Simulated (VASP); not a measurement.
Wanted: the native input for a VASP 6.6.1 run.

```yaml
Task: single point
Functional: PBE
Potentials_or_basis: VASP PAW PBE potentials, release 64 (Zn, Se)
Cutoff: 520 eV
k_mesh: 8 × 8 × 8
Occupations: fermi-dirac, width 0.02 eV
Spin: no spin polarisation
Dipole_correction: no
Further_INCAR_settings: ALGO = Normal; EDIFF = 1e-06; NBANDS = 16
```

The structure of ZnSe lies in POSCAR:

```
ZnSe
1.0
    0.0000000000      2.8040964775      2.8040964775
    2.8040964775      0.0000000000      2.8040964775
    2.8040964775      2.8040964775      0.0000000000
Zn Se
1 1
Direct
    0.0000000000      0.0000000000      0.0000000000
    0.2500000000      0.2500000000      0.2500000000
```

This cell differs from its parent crystal: strain -1.0%.

One way to write it, as run:

INCAR

```
SYSTEM = ZnSe
PREC = Accurate
ENCUT = 520
EDIFF = 1E-6
ISMEAR = -1
SIGMA = 0.02
LREAL = .FALSE.
LASPH = .TRUE.
NELM = 60
ALGO = Normal
ISIF = 2
LWAVE = .FALSE.
LCHARG = .FALSE.
GGA = PE
NBANDS = 16
```

KPOINTS

```
Automatic mesh
0
G
  8 8 8
  0 0 0
```

Potentials or basis: VASP PAW PBE potentials, release 64 (Zn, Se).

The run is started by

```bash
$ cat potpaw_PBE.64/Zn/POTCAR potpaw_PBE.64/Se/POTCAR > POTCAR
$ mpirun -np 1 vasp_std > vasp.out
```

Results of the run:

- Pressure: 4.6 GPa
- Band gap on the k mesh: 1.42 eV, direct

Caveat: the cell differs from its parent crystal (strain -1.0%).

It took 20 s on 1 thread of AMD EPYC 7R43 64-Core Processor (Zen 3), with other jobs on the host, peak memory 0.14 GiB.
